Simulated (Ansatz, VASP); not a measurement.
## Two plane-wave programs on Ge

```
Ge
1.0
     4.20681    0.00000    0.00000
    -2.10340    3.46148    0.00000
     0.00000    0.00000    6.59637
Ge
4
Direct
  0.66667 0.33333 0.06291
  0.33333 0.66667 0.56291
  0.66667 0.33333 0.43709
  0.33333 0.66667 0.93709
```

Change from the starting cell: strain +0.0525 x Voigt [1, 0, 0, 0, 0, 0], atoms carried along.

Alike in both runs: task single point; functional PBEsol; k mesh 12 × 12 × 8; occupations gaussian, width 0.15 eV; no spin polarisation.

|  | VASP | Ansatz |
| --- | --- | --- |
| version | VASP 6.6.1 | Ansatz 0.2.0 |
| potentials or method | VASP PAW PBE potentials, release 64 (Ge_d), cutoff 520 eV | scalar-relativistic, plane waves, PAW |
| valence electrons in the cell | 56 | 56 |

|  | VASP | Ansatz | Ansatz less VASP |
| --- | --- | --- | --- |
| gap on the k mesh at the Fermi level (eV) | none | none | - |
| pressure (GPa) | -2.9 | -2.9 | +0.04 |
| traceless stress, the component that is largest in VASP (GPa) | -4.19 | -4.19 | -0.001 |
| rms of the force components (eV/Å) | 0.217 | 0.219 | +0.0017 |

VASP's potentials were made for PBE, not for PBEsol. Atom by atom the forces differ by 0.002 eV/Å (rms over components). A gap of «none» marks a metal or a gap that the smearing closes.
